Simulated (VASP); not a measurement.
SiF:

```
Si F
1.0
     1.36485    0.78800    3.97477
    -1.36485    0.78800    3.97477
     0.00000   -1.57600    3.97477
Si F
1 1
Cartesian
  0.0000 0.0000 5.9622
  0.0000 0.0000 0.0000
```

Base run:

| Item | Value |
| --- | --- |
| Program | VASP 6.6.1 |
| Functional | PBE |
| Potentials or basis | VASP PAW PBE potentials, release 64 (Si, F) |
| Cutoff | 520 eV |
| k mesh | 12 × 12 × 12 |
| Occupations | fermi-dirac, width 0.05 eV |
| Spin | no spin polarisation |

Its results: pressure -4.6 GPa.

Problem. The run is repeated on the same cell with these changes: functional from PBE to r2SCAN0; k mesh from 12 × 12 × 12 to 6 × 6 × 6. What comes out?

Solution. Pressure -8.7 GPa.

Several settings changed at once, so the effect can't be laid on one alone.

Caveats: some runs use coarse meshes; an odd number of electrons without spin polarisation forces a metal; a magnetic or distorted state may lie lower; the PAW data sets were made with another functional, which shifts forces and pressure a little (some runs).
